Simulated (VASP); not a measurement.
Wanted: the native input for a VASP 6.6.1 run.

```
Task                   : single point
Functional             : r2SCAN
Potentials or basis    : VASP PAW PBE potentials, release 64 (Os)
Cutoff                 : 520 eV
k mesh                 : 10 × 10 × 13
Occupations            : fermi-dirac, width 0.1 eV
Spin                   : no spin polarisation
Dipole correction      : no
Further INCAR settings : ALGO = Normal; EDIFF = 1e-06; NBANDS = 19
```

Crystal: Os.

```
CELL_PARAMETERS angstrom
4.46131 0.00000 0.00000
-2.23066 3.86361 0.00000
0.00000 0.00000 2.80856
ATOMIC_POSITIONS crystal
Os 0.00000 0.00000 0.00000
Os 0.33333 0.66667 0.50000
Os 0.66667 0.33333 0.50000
```

This isn't the form of Os at room conditions, which is hcp.

The input as run:

POSCAR

```
Os
1.0
    4.4613123395      0.0000000000      0.0000000000
   -2.2306561697      3.8636098202      0.0000000000
    0.0000000000      0.0000000000      2.8085551368
Os
3
Direct
    1.0000000000      1.0000000000      1.0000000000
    0.3333333333      0.6666666667      0.5000000000
    0.6666666667      0.3333333333      0.5000000000
```

INCAR.step1

```
SYSTEM = Os
ALGO = Normal ; EDIFF = 1E-4
ENCUT = 520 ; GGA = PE
ISMEAR = -1 ; LASPH = .True.
LCHARG = .False. ; LREAL = .False.
LWAVE = .True. ; NBANDS = 19
NELM = 80 ; PREC = Accurate
SIGMA = 0.1
```

INCAR.step2

```
SYSTEM = Os
ALGO = Normal ; EDIFF = 1E-6
ENCUT = 520 ; ISIF = 2
ISMEAR = -1 ; ISTART = 1
LASPH = .True. ; LCHARG = .True.
LELF = .True. ; LMIXTAU = .True.
LREAL = .False. ; LVHAR = .True.
LWAVE = .False. ; METAGGA = R2SCAN
NBANDS = 19 ; NELM = 80
PREC = Accurate ; SIGMA = 0.1
```

KPOINTS

```
k-points
0
Gamma
  10 10 13
  0 0 0
```

Potentials or basis: VASP PAW PBE potentials, release 64 (Os).

Command:

```bash
$ cat potpaw_PBE.64/Os/POTCAR > POTCAR
$ cp INCAR.step1 INCAR
$ mpirun -np 1 vasp_std > vasp.out
$ cp INCAR.step2 INCAR
$ mpirun -np 1 vasp_std > vasp.out
```

It gave:

* Pressure: -34.5 GPa
* Band gap on the k mesh: zero (bands 12 and 13 overlap by 2.20 eV)

Caveat: the stress differs along the axes, from -36 to -31 GPa; the PAW data sets were made with another functional, which shifts forces and pressure a little; spin-orbit coupling is left out, which moves the levels of the heavy elements.

It took 8.7 min on 1 thread of Oxide Virtual Turin-like Processor, on a shared host, peak memory 0.19 GiB.
